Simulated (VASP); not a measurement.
# CaS (R-3m) in VASP: notebook

The runs below take CaS through relaxation of the atoms, with PBEsol.

Program: VASP 6.6.1. These are calculated values, not measurements. Logs are shortened: lines on timing, memory, paths and dates and some standing lists are left out, and cuts for length are marked.

## 1. The cell of the first run

The structure is trigonal, space group R-3m (No. 166). Conventional cell: a = 3.994 Å, b = 3.994 Å, c = 9.710 Å, α = 90.00°, β = 90.00°, γ = 120.00°. Ca (site symmetry -3m) has 6 S at 2.82 Å within 3.7 Å. S (site symmetry -3m) has 6 Ca at 2.82 Å within 3.7 Å.

## 2. Relaxation of the atoms, PBEsol (equal xy, yz and zx engineering shears of -0.5 %)

Contents of INCAR:

```
SYSTEM = CaS
PREC = Accurate ; ENCUT = 450
EDIFF = 1E-7 ; ISMEAR = 0
SIGMA = 0.01 ; LREAL = .False.
LASPH = .True. ; NELM = 120
ALGO = Normal ; ISIF = 2
LWAVE = .False. ; LCHARG = .False.
GGA = PS ; IBRION = 2
NSW = 50 ; EDIFFG = -0.002
GGA_COMPAT = .False. ; NELMIN = 4
```

Contents of KPOINTS:

```
Automatic mesh
0
Gamma
  8 8 8
  0 0 0
```

Contents of POSCAR:

```
CaS
1.0
   -0.0140858529      2.8101276520      2.8101276520
    2.8101276520     -0.0140858529      2.8101276520
    2.8101276520      2.8101276520     -0.0140858529
Ca S
1 1
Direct
    0.0000000000      0.0000000000      0.0000000000
    0.5000000000      0.5000000000      0.5000000000
```

Potentials or basis: VASP PAW PBE potentials, release 64 (Ca_sv, S).

Command:

```bash
$ cat potpaw_PBE.64/Ca_sv/POTCAR potpaw_PBE.64/S/POTCAR > POTCAR
$ mpirun -np 1 vasp_std > vasp.out
```

OUTCAR:

```text
SYSTEM = CaS
   PREC = Accurate
   ENCUT = 450
   EDIFF = 1E-7
   ISMEAR = 0
   LREAL = .False.
   LASPH = .True.
   NELM = 120
   ISIF = 2
   GGA = PS
   IBRION = 2
   NSW = 50
   EDIFFG = -0.002
   NELMIN = 4

 ion  position               nearest neighbor table
   1  0.000  0.000  0.000-   2 2.82   2 2.82   2 2.82   2 2.82   2 2.82   2 2.82
   2  0.500  0.500  0.500-   1 2.82   1 2.82   1 2.82   1 2.82   1 2.82   1 2.82

  LATTYP: Found a trigonal (rhomboedric) cell.
 ALAT       =     3.9741456003
 COS(alpha) =     0.4949812504

  Lattice vectors:

 A1 = (  -0.0140858529,   2.8101276520,   2.8101276520)
 A2 = (   2.8101276520,  -0.0140858529,   2.8101276520)
 A3 = (   2.8101276520,   2.8101276520,  -0.0140858529)

Analysis of symmetry for initial positions (statically):
=====================================================================
 Subroutine PRICEL returns:
 Original cell was already a primitive cell.

 Routine SETGRP: Setting up the symmetry group for a
 trigonal (rhombohedral) supercell.

 Subroutine GETGRP returns: Found 12 space group operations
 (whereof 12 operations were pure point group operations)
 out of a pool of 12 trial point group operations.

The static configuration has the point symmetry D_3d.

Analysis of symmetry for dynamics (positions and initial velocities):
=====================================================================
 Subroutine PRICEL returns:
 Original cell was already a primitive cell.

 Routine SETGRP: Setting up the symmetry group for a
 trigonal (rhombohedral) supercell.

 Subroutine GETGRP returns: Found 12 space group operations
 (whereof 12 operations were pure point group operations)
 out of a pool of 12 trial point group operations.

The dynamic configuration has the point symmetry D_3d.

 Subroutine INISYM returns: Found 12 space group operations
 (whereof 12 operations are pure point group operations),
 and found     1 'primitive' translations

----------------------------------------------------------------------------------------

                                     Primitive cell

  volume of cell :      44.7158

  direct lattice vectors                    reciprocal lattice vectors
    -0.014085853  2.810127652  2.810127652    -0.176595614  0.177485265  0.177485265
     2.810127652 -0.014085853  2.810127652     0.177485265 -0.176595614  0.177485265
     2.810127652  2.810127652 -0.014085853     0.177485265  0.177485265 -0.176595614

  length of vectors
     3.974145600  3.974145600  3.974145600     0.306900716  0.306900716  0.306900716

  position of ions in fractional coordinates (direct lattice)
     0.000000000  0.000000000  0.000000000
     0.500000000  0.500000000  0.500000000

  ion indices of the primitive-cell ions
   primitive index   ion index
                 1           1
                 2           2

----------------------------------------------------------------------------------------

 KPOINTS: Automatic mesh

Automatic generation of k-mesh.
 Grid dimensions read from file:
 generate k-points for:    8    8    8

 Generating k-lattice:

  Cartesian coordinates                     Fractional coordinates (reciprocal lattice)
    -0.022074452  0.022185658  0.022185658     0.125000000 -0.000000000 -0.000000000
     0.022185658 -0.022074452  0.022185658    -0.000000000  0.125000000 -0.000000000
     0.022185658  0.022185658 -0.022074452    -0.000000000 -0.000000000  0.125000000

  Length of vectors
     0.038362589  0.038362589  0.038362589

  Shift w.r.t. Gamma in fractional coordinates (k-lattice)
     0.000000000  0.000000000  0.000000000

 Subroutine IBZKPT returns following result:
 ===========================================

 Found     65 irreducible k-points:

 Following reciprocal coordinates:
            Coordinates               Weight
  0.000000  0.000000  0.000000      1.000000
  0.125000  0.000000  0.000000      6.000000
  0.250000  0.000000  0.000000      6.000000
  0.375000 -0.000000 -0.000000      6.000000
  0.500000  0.000000  0.000000      3.000000
  0.125000  0.125000  0.000000      6.000000
[... 16 lines left out ...]
  0.250000  0.125000  0.125000      6.000000
  0.375000  0.125000  0.125000      6.000000
 [... further k-points ...]
   k-points           NKPTS =     65   k-points in BZ     NKDIM =     65   number of bands    NBANDS=     12
   number of dos      NEDOS =    301   number of ions     NIONS =      2
   total plane-waves  NPLWV =  21952
   dimension x,y,z NGX =    28 NGY =   28 NGZ =   28
   dimension x,y,z NGXF=    56 NGYF=   56 NGZF=   56
   ions per type =               1   1
   NGX,Y,Z   is equivalent  to a cutoff of  11.71, 11.71, 11.71 a.u.
   NGXF,Y,Z  is equivalent  to a cutoff of  23.43, 23.43, 23.43 a.u.
 SYSTEM =  CaS
   PREC   = accura    normal or accurate (medium, high low for compatibility)
   ISTART =      0    job   : 0-new  1-cont  2-samecut
   ICHARG =      2    charge: 1-file 2-atom 10-const
   ISPIN  =      1    spin polarized calculation?
   LNONCOLLINEAR =      F non collinear calculations
   LSORBIT =      F    spin-orbit coupling
   LASPH  =      T    aspherical Exc in radial PAW
   ENCUT  =  450.0 eV  33.07 Ry    5.75 a.u.   6.87  6.87  6.87*2*pi/ulx,y,z
   NELM   =    120;   NELMIN=  4; NELMDL= -5     # of ELM steps
   EDIFF  = 0.1E-06   stopping-criterion for ELM
   LREAL  =      F    real-space projection
   EDIFFG = -.2E-02   stopping-criterion for IOM
   NSW    =     50    number of steps for IOM
   IBRION =      2    ionic relax: 0-MD 1-quasi-New 2-CG
   NFREE  =      1    steps in history (QN), initial steepest desc. (CG)
   ISIF   =      2    stress and relaxation
   ISYM   =      2    0-nonsym 1-usesym 2-fastsym
   POTIM  = 0.5000    time-step for ionic-motion
   TEBEG  =    0.0;   TEEND  =   0.0 temperature during run
   PSTRESS=    0.0 pullay stress
   NELECT =      16.0000    total number of electrons
   NUPDOWN=      -1.0000    fix difference up-down
   EMIN   =  10.00;   EMAX   =-10.00  energy-range for DOS
   EFERMI =   0.00;   METHOD = LEGACY
   ISMEAR =     0;   SIGMA  =   0.01  broadening in eV -4-tet -1-fermi 0-gaus
   EFERMI_NEDOS =   21; number of points for ismear=-14 and -15
   IALGO  =     38    algorithm
   IMIX   =      4    mixing-type and parameters
     AMIX     =   0.40;   BMIX     =  1.00
     AMIX_MAG =   1.60;   BMIX_MAG =  1.00
  volume/ion in A,a.u.               =      22.36       150.88
  Fermi-wavevector in a.u.,A,eV,Ry     =   1.162236  2.196308 18.378655  1.350793
  Thomas-Fermi vector in A             =   2.298800
   LORBIT       =      0    0 simple, 1 ext, 2 COOP (PROOUT), +10 PAW based schemes
   GGA     = PS    functional components
   LHFCALC =     F    Hartree Fock is set to
   AEXX    =    0.0000 exact exchange contribution
   IVDW    =     0    specifies the selected vdW correction
   LEPSILON=     F    determine dielectric tensor
   LRPA    =     F    only Hartree local field effects (RPA)
 conjugate gradient relaxation of ions
 non-spin polarized calculation
 Gauss-broadening in eV      SIGMA  =   0.01
  energy-cutoff  :      450.00
  volume of cell :       44.72
 maximum number of plane-waves:       982
   NGX = 13   NGY = 13   NGZ = 13

 number of electron      16.0000005 magnetization

 Free energy of the ion-electron system (eV)
  ---------------------------------------------------
  ext. energy  EPLUGINS =         0.00000000
  ---------------------------------------------------
  free energy    TOTEN  =       -10.91464684 eV

  energy without entropy =      -10.91464684  energy(sigma->0) =      -10.91464684

 E-fermi :   3.0615     XC(G=0):  -9.6464

 val. band max:        2.9081257234   @ k =   0.0000   0.0000   0.0000
 cond. band min:       5.0356990971   @ k =   0.5000   0.5000   0.0000
 fundamental gap:      2.1275733737
 Fermi energy:         3.0614895731

 k-point     1 :       0.0000    0.0000    0.0000
  band No.  band energies     occupation
      1     -36.0054      2.00000
      2     -17.0720      2.00000
      3     -17.0710      2.00000
      4     -17.0710      2.00000
      5      -8.5575      2.00000
      6       2.8693      2.00000
      7       2.8693      2.00000
      8       2.9081      2.00000
      9       6.9361      0.00000
     10       6.9361      0.00000
     11       6.9800      0.00000
     12       7.0713      0.00000

 k-point     2 :       0.1250    0.0000    0.0000
  band No.  band energies     occupation
      1     -36.0034      2.00000
      2     -17.1017      2.00000
      3     -17.0742      2.00000
      4     -17.0731      2.00000
      5      -8.4383      2.00000
      6       2.1708      2.00000
      7       2.6235      2.00000
      8       2.6583      2.00000
      9       6.9563      0.00000
     10       7.1808      0.00000
     11       7.2337      0.00000
     12       7.8358      0.00000

 k-point     3 :       0.2500    0.0000    0.0000
  band No.  band energies     occupation
      1     -35.9985      2.00000
      2     -17.1738      2.00000
      3     -17.0798      2.00000
      4     -17.0783      2.00000
      5      -8.1353      2.00000
      6       0.9437      2.00000
      7       2.1465      2.00000
      8       2.1818      2.00000
      9       7.0831      0.00000
     10       7.7954      0.00000
     11       7.8425      0.00000
     12       9.1705      0.00000
[... 286 lines left out ...]
 k-point    23 :       0.2500    0.1250    0.1250
  band No.  band energies     occupation
      1     -36.0003      2.00000
      2     -17.1384      2.00000
      3     -17.0888      2.00000
      4     -17.0727      2.00000
      5      -8.2639      2.00000
      6       1.4421      2.00000
      7       2.2674      2.00000
      8       2.4078      2.00000
      9       7.1115      0.00000
     10       7.3278      0.00000
     11       7.7035      0.00000
     12       7.8868      0.00000

 k-point    24 :       0.3750    0.1250    0.1250
  band No.  band energies     occupation
      1     -35.9953      2.00000
      2     -17.1989      2.00000
      3     -17.1024      2.00000
      4     -17.0779      2.00000
      5      -7.9725      2.00000
      6       0.5288      2.00000
      7       1.8800      2.00000
      8       1.9439      2.00000
      9       7.3351      0.00000
     10       7.8881      0.00000
     11       8.5649      0.00000
     12       8.7150      0.00000

 [... further k-points ...]

------------------------ aborting loop because EDIFF is reached ----------------------------------------

  FORCE on cell =-STRESS in cart. coord.  units (eV):
  Direction    XX          YY          ZZ          XY          YZ          ZX
  --------------------------------------------------------------------------------------
  -------------------------------------------------------------------------------------
  Total        0.0410100      0.0410100      0.0410100      0.0465086      0.0465086      0.0465086
  in kB        1.4693956      1.4693956      1.4693956      1.6664110      1.6664110      1.6664110
  external PRESSURE =       1.4693956 kB  Pullay stress =       0.0000000 kB

 VOLUME and BASIS-vectors are now :
 -----------------------------------------------------------------------------
  energy-cutoff  :      450.00
  volume of cell :       44.72
      direct lattice vectors                 reciprocal lattice vectors
    -0.014085853  2.810127652  2.810127652    -0.176595614  0.177485265  0.177485265
     2.810127652 -0.014085853  2.810127652     0.177485265 -0.176595614  0.177485265
     2.810127652  2.810127652 -0.014085853     0.177485265  0.177485265 -0.176595614

 POSITION                                       TOTAL-FORCE (eV/Angst)
 -----------------------------------------------------------------------------------
      0.00000      0.00000      0.00000        -0.000000     -0.000000      0.000000
      2.80308      2.80308      2.80308         0.000000      0.000000     -0.000000
 -----------------------------------------------------------------------------------
    total drift:                                0.000000      0.000000      0.000000

  FREE ENERGIE OF THE ION-ELECTRON SYSTEM (eV)
  ---------------------------------------------------
  free  energy   TOTEN  =       -10.9146468359 eV

  energy  without entropy=      -10.9146468359  energy(sigma->0) =      -10.91464684

 reached required accuracy - stopping structural energy minimisation
```

Wall time 22 s (1 thread of AMD EPYC 7R13 (Zen 3), shared host); peak memory 0.14 GiB.

Results:

```yaml
Free_energy: -10.9146 eV
Pressure_after_relaxing: 0.1 GPa
Band_gap_on_the_k_mesh: 2.13 eV (least direct gap 2.98 eV)
```

Final structure:
```
Ca S
1.0
    -0.01409    2.81013    2.81013
     2.81013   -0.01409    2.81013
     2.81013    2.81013   -0.01409
Ca S
1 1
Direct
  0.00000 0.00000 0.00000
  0.50000 0.50000 0.50000
```

Caveat: the cell differs from its parent crystal (equal xy, yz and zx engineering shears of -0.5 %); the relaxation stopped at its first step, so nothing moved; the PAW data sets were made with another functional, which shifts forces and pressure a little.

## 3. Relaxation of the atoms, PBEsol (equal xy, yz and zx engineering shears of +0.5 %)

Contents of INCAR:

```
SYSTEM = CaS
ALGO = Normal ; EDIFF = 1E-7
EDIFFG = -0.002 ; ENCUT = 450
GGA = PS ; GGA_COMPAT = .FALSE.
IBRION = 2 ; ISIF = 2
ISMEAR = 0 ; LASPH = .TRUE.
LCHARG = .FALSE. ; LREAL = .FALSE.
LWAVE = .FALSE. ; NELM = 120
NELMIN = 4 ; NSW = 50
PREC = Accurate ; SIGMA = 0.01
```

Contents of KPOINTS:

```
k-points
0
G
  8 8 8
  0 0 0
```

Contents of POSCAR:

```
CaS
1.0
    0.0140858529      2.8242135049      2.8242135049
    2.8242135049      0.0140858529      2.8242135049
    2.8242135049      2.8242135049      0.0140858529
Ca S
1 1
Direct
    0.0000000000      0.0000000000      0.0000000000
    0.5000000000      0.5000000000      0.5000000000
```

Potentials or basis: VASP PAW PBE potentials, release 64 (Ca_sv, S).

Command:

```bash
$ cat potpaw_PBE.64/Ca_sv/POTCAR potpaw_PBE.64/S/POTCAR > POTCAR
$ mpirun -np 1 vasp_std > vasp.out
```

Wall time 22 s (1 thread of AMD EPYC 7R13 (Zen 3), shared host); peak memory 0.14 GiB.

Results (log left out):

```
Free energy             : -10.9146 eV
Pressure after relaxing : 0.1 GPa
Band gap on the k mesh  : 2.14 eV (least direct gap 2.98 eV)
```

Stress tensor (GPa, compression positive):
```
 0.15 -0.17 -0.17
-0.17  0.15 -0.17
-0.17 -0.17  0.15
```

Final structure:
```yaml
crystal:
  lattice:
    - [0.01409, 2.82421, 2.82421]
    - [2.82421, 0.01409, 2.82421]
    - [2.82421, 2.82421, 0.01409]
  atoms:
    - { symbol: Ca, position: [0.00000, 0.00000, 0.00000] }
    - { symbol: S, position: [0.50000, 0.50000, 0.50000] }
```

Levels at points of the mesh, in eV from the valence-band top:
```
           k point  band 6  band 7  band 8  band 9  band 10  band 11
(0.00, 0.00, 0.00)   -0.04    0.00    0.00    4.01     4.08     4.08
(0.50, 0.00, 0.00)   -3.29   -1.29   -1.25    5.10     6.10     6.25
(0.50, 0.50, 0.00)   -2.40   -0.88   -0.84    2.14     5.63     6.03
(0.50, 0.50, 0.50)   -3.30   -1.23   -1.23    5.13     6.09     6.23
```

Caveat: the cell differs from its parent crystal (equal xy, yz and zx engineering shears of +0.5 %); the relaxation stopped at its first step, so nothing moved; the PAW data sets were made with another functional, which shifts forces and pressure a little. A k mesh can miss the band edges.
